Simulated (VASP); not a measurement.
Wanted: the native input for a VASP 6.6.1 run.

```yaml
Task: single point
Functional: PBE
Potentials_or_basis: VASP PAW PBE potentials, release 64 (Ti_sv, Se)
Cutoff: 520 eV
k_mesh: 6 × 6 × 4
Occupations: gaussian, width 0.1 eV
Spin: collinear spin, ferromagnetic start
Starting_moments: "[1.0, 1.0, 1.0, 0.0] μB"
Dipole_correction: no
Further_INCAR_settings: ALGO = Normal; EDIFF = 1e-06; NBANDS = 33
```

The structure of Ti3Se lies in POSCAR:

```
Ti3Se
1.0
    3.2074474800      0.0000000000      0.0000000000
    0.0000000000      3.2074474800      0.0000000000
    0.0000000000      0.0000000000      6.6219140500
Ti Se
3 1
Direct
    0.5000000000      0.5000000000      0.3944967700
    0.5000000000      0.5000000000      0.8402898700
    0.0000000000      0.0000000000      0.3205511100
    0.0000000000      0.0000000000      0.7611884400
```

These files were run (other wordings do the same):

INCAR

```
PREC     = Accurate       # precision mode
ENCUT    = 520            # plane-wave cutoff, eV
EDIFF    = 1E-6           # SCF threshold, eV
ISMEAR   = 0              # smearing method
SIGMA    = 0.1            # smearing width, eV
LREAL    = False          # projectors in reciprocal space
LASPH    = True           # aspherical terms in the spheres
NELM     = 150            # most SCF steps
ALGO     = Normal         # electronic algorithm
ISIF     = 2              # what is computed and relaxed
LWAVE    = False          # write WAVECAR
LCHARG   = False          # write CHGCAR
ISPIN    = 2              # spin polarisation
MAGMOM   = 1 1 1 0        # initial moments
LORBIT   = 11             # projections on sites
LMAXMIX  = 4              # l up to which the mixer works
GGA      = PE             # functional
NBANDS   = 33             # bands
```

KPOINTS

```
Automatic mesh
0
Gamma
  6 6 4
```

Potentials or basis: VASP PAW PBE potentials, release 64 (Ti_sv, Se).

Command:

```sh
$ cat potpaw_PBE.64/Ti_sv/POTCAR potpaw_PBE.64/Se/POTCAR > POTCAR
$ mpirun -np 1 vasp_std > vasp.out
```

Results of the run:

* Pressure: 24.6 GPa
* Largest force: 3.718 eV/Å
* Band gap on the k mesh: zero (filled and empty bands overlap)
* Net moment: 0.00 μB per cell
* Valence electrons inside the program's atomic spheres: Ti 10.70, 10.53, 10.66; Se 4.11

Caveat: forces of over 1 eV/Å act on the atoms, so gaps and moduli don't describe the material at rest.

Wall time 63 s on 1 thread of Intel(R) Xeon(R) 6975P-C (Granite Rapids), on a shared host, peak memory 0.24 GiB.
